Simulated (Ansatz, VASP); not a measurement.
## One calculation of Na, two programs

```xyz
1
Lattice="-2.0540 2.0540 2.0857 2.0540 -2.0540 2.0857 2.0540 2.0540 -2.0857" Properties=species:S:1:pos:R:3 pbc="T T T"
Na    0.0000    0.0000    0.0000
```

Change from the starting cell: strain -0.030 along x and y, -0.015 along z, atoms carried along.

Alike in both runs: task single point; functional r2SCAN; k mesh 16 × 16 × 16; occupations gaussian, width 0.15 eV; no spin polarisation.

|  | VASP | Ansatz |
| --- | --- | --- |
| version | VASP 6.6.1 | Ansatz 0.2.0 |
| potentials or method | VASP PAW PBE potentials, release 64 (Na_pv), cutoff 520 eV | scalar-relativistic, plane waves, PAW |
| valence electrons in the cell | 7 | 9 |

```csv
,VASP,Ansatz,Ansatz less VASP
gap on the k mesh at the Fermi level (eV),none,none,-
pressure (GPa),0.6,0.6,+0.02
"traceless stress, the component that is largest in VASP (GPa)",0.07,-0.02,-0.085
```

VASP's potentials were made for PBE, not for r2SCAN. A gap of «none» marks a metal or a gap that the smearing closes. VASP's potentials hold 7 valence electrons a cell and Ansatz's 9, so a difference there can come from the potentials and not from the codes.
